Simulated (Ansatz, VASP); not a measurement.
One calculation of Na, two programs

POSCAR

```
Na
1.0
   -1.9678130000      1.9678130000      1.9678130000
    1.9678130000     -1.9678130000      1.9678130000
    1.9678130000      1.9678130000     -1.9678130000
Na
1
Direct
    0.0000000000      0.0000000000      0.0000000000
```

INCAR.step1

```
SYSTEM = Na
  PREC = Accurate
  ENCUT = 550
  ISMEAR = -1
  SIGMA = 0.0279
  LREAL = .FALSE.
  LASPH = .TRUE.
  NELM = 120
  NBANDS = 10
  GGA = PE
  ALGO = Normal
  EDIFF = 1E-5
  LWAVE = .TRUE.
  LCHARG = .FALSE.
  GGA_COMPAT = .FALSE.
```

Contents of INCAR.step2:

```
SYSTEM = Na
  PREC = Accurate
  ENCUT = 550
  EDIFF = 1E-6
  ISMEAR = -1
  SIGMA = 0.0279
  LREAL = .FALSE.
  LASPH = .TRUE.
  NELM = 120
  ALGO = Normal
  ISIF = 2
  LWAVE = .FALSE.
  LCHARG = .TRUE.
  METAGGA = R2SCAN
  LMIXTAU = .TRUE.
  LELF = .TRUE.
  LVHAR = .TRUE.
  NBANDS = 10
  ISTART = 1
  GGA_COMPAT = .FALSE.
```

Contents of KPOINTS:

```
Automatic mesh
0
G
  12 12 12
  0 0 0
```

Input for Ansatz:

```yaml
crystal:
  lattice:
    - [-1.967813, 1.967813, 1.967813]
    - [1.967813, -1.967813, 1.967813]
    - [1.967813, 1.967813, -1.967813]
  atoms:
    - { symbol: Na, position: [0.0, 0.0, 0.0] }
  symmetry: { tolerance: 0.0003 }
kpoints:
  mp_grid: { grid: [12, 12, 12], shift: [0, 0, 0] }
  band_path:
    path:
      - [0.0, 0.0, 0.0]
      - [0.5, -0.5, 0.5]
      - [0.0, 0.0, 0.5]
      - [0.0, 0.0, 0.0]
      - [0.25, 0.25, 0.25]
      - [0.5, -0.5, 0.5]
      - [0.25, 0.25, 0.25]
      - [0.0, 0.0, 0.5]
    npoints: 8
magnetization:
  spin_polarized: false
scf:
  occupations: { method: fermi_dirac, width: 0.0279 }
  lower_state_search: "off"
  max_iter: 200
hamiltonian:
  pseudopotentials: { kind: paw }
  xc: r2scan
basis:
  ecutwfc: 500
  fft_grid_basis: typed
output:
  forces: true
  stress: true
  eigenvalues: true
  bader: true
  populations: true
  elf: true
  write_potential: true
  volumetric_format: npy
  dos:
    e_range: [-12, 8]
    de: 0.05
    projected: { site_lists: { Na: [Na] } }
checkpoint:
  read: saved_state
```

Alike in both runs: task single point; functional r2SCAN; k mesh 12 × 12 × 12; occupations fermi-dirac, width 0.0279 eV; no spin polarisation.

|  | VASP | Ansatz |
| --- | --- | --- |
| version | VASP 6.6.1 | Ansatz 0.2.0 |
| potentials or method | VASP PAW PBE potentials, release 64 (Na_pv), cutoff 550 eV | PAW plane waves |
| valence electrons in the cell | 7 | 9 |

|  | VASP | Ansatz | Ansatz less VASP |
| --- | --- | --- | --- |
| pressure (GPa) | 2.5 | 2.4 | -0.12 |

VASP's potentials were made for PBE, not for r2SCAN. VASP's potentials hold 7 valence electrons a cell and Ansatz's 9, so a difference there can come from the potentials and not from the codes.
